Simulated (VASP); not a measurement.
# NbSi (CsCl type) (Pm-3m) in VASP: a series of runs

NbSi (CsCl type) is run at these levels: LDA; tasks: single point.

All numbers are computed with VASP 6.6.1; they aren't measurements. Logs are shortened: lines on timing, memory, paths and dates and some standing lists are left out, and cuts for length are marked.

### Step 1. The cell of the first run

The structure is cubic, space group Pm-3m (No. 221). The conventional cell has a = 2.291 Å, b = 2.291 Å, c = 2.291 Å, α = 90.00°, β = 90.00°, γ = 90.00°. Within 2.6 Å of Nb (site symmetry m-3m) lie 8 Si at 1.98 Å and 6 Nb at 2.29 Å. Si (site symmetry m-3m) has 8 Nb at 1.98 Å and 6 Si at 2.29 Å within 2.6 Å.

### Step 2. Single point, LDA (volume scaled by 0.4)

INCAR

```
SYSTEM = NbSi
ALGO     = Normal         ! electronic algorithm
EDIFF    = 1E-7           ! SCF threshold, eV
ENCUT    = 520            ! plane-wave cutoff, eV
ISIF     = 2              ! what is computed and relaxed
ISMEAR   = -1             ! smearing method
LASPH    = .True.         ! aspherical terms in the spheres
LCHARG   = .True.         ! write CHGCAR
LELF     = .True.         ! ELF
LREAL    = .False.        ! projectors in reciprocal space
LVHAR    = .True.       
LWAVE    = .False.        ! write WAVECAR
NBANDS   = 16             ! bands
NELM     = 60             ! most SCF steps
PREC     = Accurate       ! precision mode
SIGMA    = 0.1            ! smearing width, eV
```

KPOINTS

```
k-points
0
Gamma
  14 14 14
  0 0 0
```

POSCAR

```
NbSi
1.0
    2.2914649937      0.0000000000      0.0000000000
    0.0000000000      2.2914649937      0.0000000000
    0.0000000000      0.0000000000      2.2914649937
Nb Si
1 1
Direct
    0.0000000000      0.0000000000      0.0000000000
    0.5000000000      0.5000000000      0.5000000000
```

Potentials or basis: VASP PAW LDA potentials, release 64 (Nb_sv, Si).

The run is started by

```
$ cat potpaw_LDA.64/Nb_sv/POTCAR potpaw_LDA.64/Si/POTCAR > POTCAR
$ mpirun -np 1 vasp_std > vasp.out
```

OUTCAR:

```text
SYSTEM = NbSi
   EDIFF = 1E-7
   ENCUT = 520
   ISIF = 2
   ISMEAR = -1
   LASPH = .True.
   LREAL = .False.
   NELM = 60
   PREC = Accurate

 ion  position               nearest neighbor table
   1  0.000  0.000  0.000-   2 1.98   2 1.98   2 1.98   2 1.98   2 1.98   2 1.98   2 1.98   2 1.98

   2  0.500  0.500  0.500-   1 1.98   1 1.98   1 1.98   1 1.98   1 1.98   1 1.98   1 1.98   1 1.98

  LATTYP: Found a simple cubic cell.
 ALAT       =     2.2914649937

  Lattice vectors:

 A1 = (   2.2914649937,   0.0000000000,   0.0000000000)
 A2 = (   0.0000000000,   2.2914649937,   0.0000000000)
 A3 = (   0.0000000000,   0.0000000000,   2.2914649937)

Analysis of symmetry for initial positions (statically):
=====================================================================
 Subroutine PRICEL returns:
 Original cell was already a primitive cell.

 Routine SETGRP: Setting up the symmetry group for a
 simple cubic supercell.

 Subroutine GETGRP returns: Found 48 space group operations
 (whereof 48 operations were pure point group operations)
 out of a pool of 48 trial point group operations.

The static configuration has the point symmetry O_h .

Analysis of symmetry for dynamics (positions and initial velocities):
=====================================================================
 Subroutine PRICEL returns:
 Original cell was already a primitive cell.

 Routine SETGRP: Setting up the symmetry group for a
 simple cubic supercell.

 Subroutine GETGRP returns: Found 48 space group operations
 (whereof 48 operations were pure point group operations)
 out of a pool of 48 trial point group operations.

The dynamic configuration has the point symmetry O_h .

 Subroutine INISYM returns: Found 48 space group operations
 (whereof 48 operations are pure point group operations),
 and found     1 'primitive' translations

----------------------------------------------------------------------------------------

                                     Primitive cell

  volume of cell :      12.0321

  direct lattice vectors                    reciprocal lattice vectors
     2.291464994  0.000000000  0.000000000     0.436402041  0.000000000  0.000000000
     0.000000000  2.291464994  0.000000000     0.000000000  0.436402041  0.000000000
     0.000000000  0.000000000  2.291464994     0.000000000  0.000000000  0.436402041

  length of vectors
     2.291464994  2.291464994  2.291464994     0.436402041  0.436402041  0.436402041

  position of ions in fractional coordinates (direct lattice)
     0.000000000  0.000000000  0.000000000
     0.500000000  0.500000000  0.500000000

  ion indices of the primitive-cell ions
   primitive index   ion index
                 1           1
                 2           2

----------------------------------------------------------------------------------------

 KPOINTS: k-points

Automatic generation of k-mesh.
 Grid dimensions read from file:
 generate k-points for:   14   14   14

 Generating k-lattice:

  Cartesian coordinates                     Fractional coordinates (reciprocal lattice)
     0.031171574  0.000000000  0.000000000     0.071428571  0.000000000  0.000000000
     0.000000000  0.031171574  0.000000000     0.000000000  0.071428571  0.000000000
     0.000000000  0.000000000  0.031171574     0.000000000  0.000000000  0.071428571

  Length of vectors
     0.031171574  0.031171574  0.031171574

  Shift w.r.t. Gamma in fractional coordinates (k-lattice)
     0.000000000  0.000000000  0.000000000

 Subroutine IBZKPT returns following result:
 ===========================================

 Found    120 irreducible k-points:

 Following reciprocal coordinates:
            Coordinates               Weight
  0.000000  0.000000  0.000000      1.000000
  0.071429  0.000000  0.000000      6.000000
  0.142857  0.000000  0.000000      6.000000
  0.214286  0.000000  0.000000      6.000000
  0.285714  0.000000  0.000000      6.000000
  0.357143  0.000000  0.000000      6.000000
[... 16 lines left out ...]
  0.285714  0.214286  0.000000     24.000000
  0.357143  0.214286  0.000000     24.000000
 [... further k-points ...]
   k-points           NKPTS =    120   k-points in BZ     NKDIM =    120   number of bands    NBANDS=     16
   number of dos      NEDOS =    301   number of ions     NIONS =      2
   total plane-waves  NPLWV =   5832
   dimension x,y,z NGX =    18 NGY =   18 NGZ =   18
   dimension x,y,z NGXF=    36 NGYF=   36 NGZF=   36
   ions per type =               1   1
   NGX,Y,Z   is equivalent  to a cutoff of  13.06, 13.06, 13.06 a.u.
   NGXF,Y,Z  is equivalent  to a cutoff of  26.12, 26.12, 26.12 a.u.
 SYSTEM =  NbSi
   PREC   = accura    normal or accurate (medium, high low for compatibility)
   ISTART =      0    job   : 0-new  1-cont  2-samecut
   ICHARG =      2    charge: 1-file 2-atom 10-const
   ISPIN  =      1    spin polarized calculation?
   LNONCOLLINEAR =      F non collinear calculations
   LSORBIT =      F    spin-orbit coupling
   LASPH  =      T    aspherical Exc in radial PAW
   ENCUT  =  520.0 eV  38.22 Ry    6.18 a.u.   4.26  4.26  4.26*2*pi/ulx,y,z
   NELM   =     60;   NELMIN=  2; NELMDL= -5     # of ELM steps
   EDIFF  = 0.1E-06   stopping-criterion for ELM
   LREAL  =      F    real-space projection
   EDIFFG = 0.1E-05   stopping-criterion for IOM
   NSW    =      0    number of steps for IOM
   IBRION =     -1    ionic relax: 0-MD 1-quasi-New 2-CG
   NFREE  =      0    steps in history (QN), initial steepest desc. (CG)
   ISIF   =      2    stress and relaxation
   ISYM   =      2    0-nonsym 1-usesym 2-fastsym
   POTIM  = 0.5000    time-step for ionic-motion
   TEBEG  =    0.0;   TEEND  =   0.0 temperature during run
   PSTRESS=    0.0 pullay stress
   NELECT =      17.0000    total number of electrons
   NUPDOWN=      -1.0000    fix difference up-down
   EMIN   =  10.00;   EMAX   =-10.00  energy-range for DOS
   EFERMI =   0.00;   METHOD = LEGACY
   ISMEAR =    -1;   SIGMA  =   0.10  broadening in eV -4-tet -1-fermi 0-gaus
   EFERMI_NEDOS =   21; number of points for ismear=-14 and -15
   IALGO  =     38    algorithm
   IMIX   =      4    mixing-type and parameters
     AMIX     =   0.40;   BMIX     =  1.00
     AMIX_MAG =   1.60;   BMIX_MAG =  1.00
  volume/ion in A,a.u.               =       6.02        40.60
  Fermi-wavevector in a.u.,A,eV,Ry     =   1.837009  3.471443 45.914240  3.374601
  Thomas-Fermi vector in A             =   2.890078
   LORBIT       =      0    0 simple, 1 ext, 2 COOP (PROOUT), +10 PAW based schemes
   GGA     = CA    functional components
   LHFCALC =     F    Hartree Fock is set to
   AEXX    =    0.0000 exact exchange contribution
   IVDW    =     0    specifies the selected vdW correction
   LEPSILON=     F    determine dielectric tensor
   LRPA    =     F    only Hartree local field effects (RPA)
 non-spin polarized calculation
  energy-cutoff  :      520.00
  volume of cell :       12.03
 maximum number of plane-waves:       341
 NGX is ok and might be reduce to    18
   NGX =  9   NGY =  9   NGZ =  9

 number of electron      16.9999998 magnetization

 Free energy of the ion-electron system (eV)
  ---------------------------------------------------
  ext. energy  EPLUGINS =         0.00000000
  ---------------------------------------------------
  free energy    TOTEN  =         8.89338001 eV

  energy without entropy =        8.91428724  energy(sigma->0) =        8.90383363

 E-fermi :  31.2300     XC(G=0): -17.4357

 val. band max:       31.1476778574   @ k =   0.2857   0.2143   0.2143
 cond. band min:      31.2547003080   @ k =   0.2857   0.2857   0.1429
 fundamental gap:      0.1070224506
 Fermi energy:        31.2300248185

 k-point     1 :       0.0000    0.0000    0.0000
  band No.  band energies     occupation
      1     -25.6501      2.00000
      2       1.0374      2.00000
      3       1.0374      2.00000
      4       1.0374      2.00000
      5      17.0686      2.00000
      6      19.9812      2.00000
[... 8 lines left out ...]
     15      46.0526      0.00000
     16      51.5533      0.00000

 k-point     2 :       0.0714    0.0000    0.0000
  band No.  band energies     occupation
      1     -25.5911      2.00000
      2       0.5717      2.00000
      3       1.0730      2.00000
      4       1.0730      2.00000
      5      17.3727      2.00000
      6      20.1010      2.00000
[... 8 lines left out ...]
     15      46.5842      0.00000
     16      52.0825      0.00000

 k-point     3 :       0.1429    0.0000    0.0000
  band No.  band energies     occupation
      1     -25.4219      2.00000
      2      -0.6084      2.00000
      3       1.1739      2.00000
      4       1.1739      2.00000
      5      18.0119      2.00000
      6      20.4563      2.00000
[... 8 lines left out ...]
     15      47.7776      0.00000
     16      53.6101      0.00000

 k-point     4 :       0.2143    0.0000    0.0000
  band No.  band energies     occupation
      1     -25.1661      2.00000
      2      -2.0911      2.00000
      3       1.3231      2.00000
      4       1.3231      2.00000
      5      18.7204      2.00000
      6      21.0301      2.00000
[... 8 lines left out ...]
     15      49.0990      0.00000
     16      55.6476      0.00000

 k-point     5 :       0.2857    0.0000    0.0000
  band No.  band energies     occupation
      1     -24.8646      2.00000
      2      -3.5422      2.00000
      3       1.4941      2.00000
      4       1.4941      2.00000
      5      19.4770      2.00000
      6      21.7872      2.00000
[... 8 lines left out ...]
     15      50.1640      0.00000
     16      53.4791      0.00000

 k-point     6 :       0.3571    0.0000    0.0000
  band No.  band energies     occupation
      1     -24.5744      2.00000
      2      -4.7363      2.00000
      3       1.6533      2.00000
      4       1.6533      2.00000
      5      20.2451      2.00000
      6      22.6448      2.00000
[... 8 lines left out ...]
     15      50.3948      0.00000
     16      51.6732      0.00000

 k-point     7 :       0.4286    0.0000    0.0000
  band No.  band energies     occupation
      1     -24.3620      2.00000
      2      -5.5192      2.00000
      3       1.7665      2.00000
      4       1.7665      2.00000
      5      20.8854      2.00000
      6      23.4154      2.00000
[... 8 lines left out ...]
     15      48.9467      0.00000
     16      50.4744      0.00000

 k-point     8 :       0.5000    0.0000    0.0000
  band No.  band energies     occupation
      1     -24.2835      2.00000
      2      -5.7919      2.00000
      3       1.8075      2.00000
      4       1.8075      2.00000
      5      21.1512      2.00000
      6      23.7524      2.00000
[... 8 lines left out ...]
     15      46.9690      0.00000
     16      50.0487      0.00000

 k-point     9 :       0.0714    0.0714    0.0000
  band No.  band energies     occupation
      1     -25.5325      2.00000
      2       0.5684      2.00000
      3       0.6528      2.00000
      4       1.1088      2.00000
      5      17.6903      2.00000
      6      20.4102      2.00000
[... 8 lines left out ...]
     15      45.8683      0.00000
     16      52.5633      0.00000
[... 172 lines left out ...]
 k-point    19 :       0.3571    0.1429    0.0000
  band No.  band energies     occupation
      1     -24.3662      2.00000
      2      -4.4963      2.00000
      3       0.1992      2.00000
      4       1.8050      2.00000
      5      21.0996      2.00000
      6      22.6217      2.00000
[... 8 lines left out ...]
     15      48.5246      0.00000
     16      51.9106      0.00000

 k-point    20 :       0.4286    0.1429    0.0000
  band No.  band energies     occupation
      1     -24.1580      2.00000
      2      -5.2675      2.00000
      3       0.3485      2.00000
      4       1.9212      2.00000
      5      21.6269      2.00000
      6      22.3580      2.00000
[... 8 lines left out ...]
     15      49.0151      0.00000
     16      50.1017      0.00000

 k-point    21 :       0.5000    0.1429    0.0000
  band No.  band energies     occupation
      1     -24.0813      2.00000
      2      -5.5363      2.00000
      3       0.4030      2.00000
      4       1.9633      2.00000
      5      21.8180      2.00000
      6      22.2324      2.00000
[... 8 lines left out ...]
     15      47.6000      0.00000
     16      49.2139      0.00000

 k-point    22 :       0.2143    0.2143    0.0000
  band No.  band energies     occupation
      1     -24.7006      2.00000
      2      -1.8260      2.00000
      3      -1.4966      2.00000
      4       1.6236      2.00000
      5      20.3566      2.00000
      6      22.4428      2.00000
[... 8 lines left out ...]
     15      48.4891      0.00000
     16      49.6764      0.00000

 k-point    23 :       0.2857    0.2143    0.0000
  band No.  band energies     occupation
      1     -24.4112      2.00000
      2      -3.0792      2.00000
      3      -1.3839      2.00000
      4       1.8037      2.00000
      5      20.7711      2.00000
      6      21.9411      2.00000
[... 8 lines left out ...]
     15      49.9002      0.00000
     16      50.3518      0.00000

 k-point    24 :       0.3571    0.2143    0.0000
  band No.  band energies     occupation
      1     -24.1333      2.00000
      2      -4.2281      2.00000
      3      -1.1451      2.00000
      4       1.9715      2.00000
      5      20.3017      2.00000
      6      22.2013      2.00000
[... 8 lines left out ...]
     15      51.6829      0.00000
     16      52.2693      0.00000

 [... further k-points ...]
[... 5 lines left out ...]
  --------------------------------------------------------------------------------------
  -------------------------------------------------------------------------------------
  Total       73.5044576     73.5044576     73.5044576     -0.0000000      0.0000000     -0.0000000
  in kB     9787.7885489   9787.7885489   9787.7885489     -0.0000000      0.0000000     -0.0000000
  external PRESSURE =    9787.7885489 kB  Pullay stress =       0.0000000 kB

 VOLUME and BASIS-vectors are now :
 -----------------------------------------------------------------------------
  energy-cutoff  :      520.00
  volume of cell :       12.03
      direct lattice vectors                 reciprocal lattice vectors
     2.291464994  0.000000000  0.000000000     0.436402041  0.000000000  0.000000000
     0.000000000  2.291464994  0.000000000     0.000000000  0.436402041  0.000000000
     0.000000000  0.000000000  2.291464994     0.000000000  0.000000000  0.436402041

 POSITION                                       TOTAL-FORCE (eV/Angst)
 -----------------------------------------------------------------------------------
      0.00000      0.00000      0.00000         0.000000      0.000000      0.000000
      1.14573      1.14573      1.14573         0.000000      0.000000      0.000000
 -----------------------------------------------------------------------------------
    total drift:                               -0.000000     -0.000000     -0.000000

  FREE ENERGIE OF THE ION-ELECTRON SYSTEM (eV)
  ---------------------------------------------------
  free  energy   TOTEN  =         8.8933800129 eV

  energy  without entropy=        8.9142872399  energy(sigma->0) =        8.90383363
```

Run time: 33 s. Hardware: 1 thread of Intel Xeon 8259CL, shared host; peak memory 0.14 GiB.

The run converged, but its numbers aren't listed here, since they failed a check.

### Step 3. Single point, LDA (volume scaled by 0.5)

INCAR

```
PREC = Accurate
ENCUT = 520
EDIFF = 1E-6
ISMEAR = -1
SIGMA = 0.1
LREAL = F
LASPH = T
NELM = 100
ALGO = Normal
ISIF = 2
LWAVE = F
LCHARG = F
GGA = CA
NBANDS = 16
```

KPOINTS

```
Automatic mesh
0
Gamma
  14 14 14
```

POSCAR

```
NbSi
1.0
    2.4684058368      0.0000000000      0.0000000000
    0.0000000000      2.4684058368      0.0000000000
    0.0000000000      0.0000000000      2.4684058368
Nb Si
1 1
Direct
    0.0000000000      0.0000000000      0.0000000000
    0.5000000000      0.5000000000      0.5000000000
```

Potentials or basis: VASP PAW LDA potentials, release 64 (Nb_sv, Si).

The run is started by

```
$ cat potpaw_LDA.64/Nb_sv/POTCAR potpaw_LDA.64/Si/POTCAR > POTCAR
$ mpirun -np 1 vasp_std > vasp.out
```

OUTCAR:

```text
PREC = Accurate
   ENCUT = 520
   EDIFF = 1E-6
   ISMEAR = -1
   LREAL = F
   LASPH = T
   NELM = 100
   ISIF = 2
   GGA = CA

 ion  position               nearest neighbor table
   1  0.000  0.000  0.000-   2 2.14   2 2.14   2 2.14   2 2.14   2 2.14   2 2.14   2 2.14   2 2.14

   2  0.500  0.500  0.500-   1 2.14   1 2.14   1 2.14   1 2.14   1 2.14   1 2.14   1 2.14   1 2.14

  LATTYP: Found a simple cubic cell.
 ALAT       =     2.4684058368

  Lattice vectors:

 A1 = (   2.4684058368,   0.0000000000,   0.0000000000)
[... 624 lines left out ...]
      3      -5.8859      2.00000
      4      -4.0527      2.00000
      5      14.7651      2.00000
      6      17.3748      2.00000
[... 8 lines left out ...]
     15      42.6193      0.00000
     16      42.8684      0.00000

 [... further k-points ...]
[... 5 lines left out ...]
  --------------------------------------------------------------------------------------
  -------------------------------------------------------------------------------------
  Total       46.6004997     46.6004997     46.6004997      0.0000000      0.0000000     -0.0000000
  in kB     4964.2250564   4964.2250564   4964.2250564      0.0000000      0.0000000     -0.0000000
  external PRESSURE =    4964.2250564 kB  Pullay stress =       0.0000000 kB

 VOLUME and BASIS-vectors are now :
 -----------------------------------------------------------------------------
  energy-cutoff  :      520.00
  volume of cell :       15.04
      direct lattice vectors                 reciprocal lattice vectors
     2.468405837  0.000000000  0.000000000     0.405119768  0.000000000  0.000000000
     0.000000000  2.468405837  0.000000000     0.000000000  0.405119768  0.000000000
     0.000000000  0.000000000  2.468405837     0.000000000  0.000000000  0.405119768

 POSITION                                       TOTAL-FORCE (eV/Angst)
 -----------------------------------------------------------------------------------
      0.00000      0.00000      0.00000         0.000000      0.000000      0.000000
      1.23420      1.23420      1.23420         0.000000      0.000000      0.000000
 -----------------------------------------------------------------------------------
    total drift:                               -0.000000     -0.000000     -0.000000

  FREE ENERGIE OF THE ION-ELECTRON SYSTEM (eV)
  ---------------------------------------------------
  free  energy   TOTEN  =        -4.3794422877 eV

  energy  without entropy=       -4.3479137686  energy(sigma->0) =       -4.36367803
```

OSZICAR:

```text
N       E                     dE             d eps       ncg     rms          rms(c)
DAV:   1     0.165971375792E+03    0.16597E+03   -0.87125E+03  3896   0.111E+03
DAV:   2     0.163373641359E+01   -0.16434E+03   -0.15265E+03  4440   0.405E+02
DAV:   3    -0.441974013488E+01   -0.60535E+01   -0.58714E+01  5888   0.711E+01
DAV:   4    -0.460450934421E+01   -0.18477E+00   -0.18448E+00  4656   0.105E+01
DAV:   5    -0.461293649227E+01   -0.84271E-02   -0.84263E-02  5984   0.200E+00    0.326E+01
DAV:   6    -0.433135396464E+01    0.28158E+00   -0.62604E-01  6792   0.971E+00    0.158E+01
DAV:   7    -0.436266088735E+01   -0.31307E-01   -0.22874E-01  6984   0.433E+00    0.328E+00
DAV:   8    -0.437949616121E+01   -0.16835E-01   -0.41500E-02  5544   0.207E+00    0.599E-01
DAV:   9    -0.437919487653E+01    0.30128E-03   -0.49185E-03  5600   0.754E-01    0.223E-01
DAV:  10    -0.437943437642E+01   -0.23950E-03   -0.71812E-04  4088   0.311E-01    0.161E-02
DAV:  11    -0.437944177657E+01   -0.74001E-05   -0.32083E-05  6160   0.525E-02    0.181E-02
DAV:  12    -0.437944228773E+01   -0.51117E-06   -0.20243E-06  4128   0.182E-02
   1 F= -.43794423E+01 E0= -.43636780E+01  d E =-.315285E-01
```

It took 34 s on 1 thread of Intel Xeon 8259CL, shared host; peak memory 0.14 GiB.

Results:

- Free energy: -4.3794 eV
- Pressure: 496.4 GPa

(Part 1 of 2 ends here.)
